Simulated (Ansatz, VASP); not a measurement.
One calculation of AlN, two programs

File POSCAR:

```
AlN
1.0
   -3.1110021516      0.0000000000      0.0000000000
   -1.5555010758     -2.6942068945      0.0000000000
   -4.2777835085     -2.4697794602      9.9560000000
Al N
4 4
Direct
   -0.4951342917     -0.4951342917      0.9037500000
   -0.0367842917     -0.0367842917      0.4037500000
    0.5257240417      0.5257240417      0.1537500000
    0.0673740417      0.0673740417      0.6537500000
    0.2451009583      0.2451009583      0.0962500000
   -0.2132490417     -0.2132490417      0.5962500000
    0.3492592917      0.3492592917      0.3462500000
   -0.1090907083     -0.1090907083      0.8462500000
```

File INCAR.step1:

```
  ALGO = Normal
  EDIFF = 1E-4
  ENCUT = 520
  GGA = PE
  ISMEAR = 0
  LASPH = T
  LCHARG = F
  LREAL = F
  LWAVE = T
  NBANDS = 26
  NELM = 100
  PREC = Accurate
  SIGMA = 0.05
```

The input INCAR.step2:

```
  ALGO = Normal
  EDIFF = 1E-6
  ENCUT = 520
  ISIF = 2
  ISMEAR = 0
  ISTART = 1
  LASPH = T
  LCHARG = F
  LMIXTAU = T
  LREAL = F
  LWAVE = F
  METAGGA = R2SCAN
  NBANDS = 26
  NELM = 100
  PREC = Accurate
  SIGMA = 0.05
```

The input KPOINTS:

```
k-points
0
Gamma
  8 8 3
```

Input for Ansatz:

```yaml
crystal:
  lattice:
    - [-3.1110021516, 0.0, 0.0]
    - [-1.5555010758, -2.6942068945, 0.0]
    - [-4.2777835085, -2.4697794602, 9.956]
  atoms:
    - { symbol: Al, position: [-0.4951342917, -0.4951342917, 0.90375] }
    - { symbol: Al, position: [-0.0367842917, -0.0367842917, 0.40375] }
    - { symbol: Al, position: [0.5257240417, 0.5257240417, 0.15375] }
    - { symbol: Al, position: [0.0673740417, 0.0673740417, 0.65375] }
    - { symbol: "N", position: [0.2451009583, 0.2451009583, 0.09625] }
    - { symbol: "N", position: [-0.2132490417, -0.2132490417, 0.59625] }
    - { symbol: "N", position: [0.3492592917, 0.3492592917, 0.34625] }
    - { symbol: "N", position: [-0.1090907083, -0.1090907083, 0.84625] }
basis:
  ecutwfc: 500
kpoints:
  mp_grid: { grid: [8, 8, 3] }
hamiltonian:
  xc: r2scan
scf:
  occupations: { method: gaussian, width: 0.05 }
output:
  forces: true
  stress: true
  eigenvalues: true
```

Alike in both runs: task single point; functional r2SCAN; k mesh 8 × 8 × 3; occupations gaussian, width 0.05 eV; no spin polarisation.

|  | VASP | Ansatz |
| --- | --- | --- |
| version | VASP 6.6.1 | Ansatz 0.2.0 |
| potentials or method | VASP PAW PBE potentials, release 64 (Al, N), cutoff 520 eV | scalar-relativistic, plane waves, PAW |
| valence electrons in the cell | 32 | 32 |

Ansatz gave:

| Quantity | Value |
| --- | --- |
| gap on the k mesh at the Fermi level (eV) | 4.59 |
| least direct gap on the mesh (eV) | 4.59 |
| pressure (GPa) | -0.9 |
| traceless stress, the component that is largest in VASP (GPa) | -4.04 |
| rms of the force components (eV/Å) | 0.316 |

Estimate VASP's values.

gap on the k mesh at the Fermi level (eV): 4.63; least direct gap on the mesh (eV): 4.63; pressure (GPa): -1.3; traceless stress, the component that is largest in VASP (GPa): -4.06; rms of the force components (eV/Å): 0.318.

VASP's potentials were made for PBE, not for r2SCAN. Atom by atom the forces differ by 0.003 eV/Å (rms over components). The functional is the same, so the differences come from potentials, cutoffs and numerics.
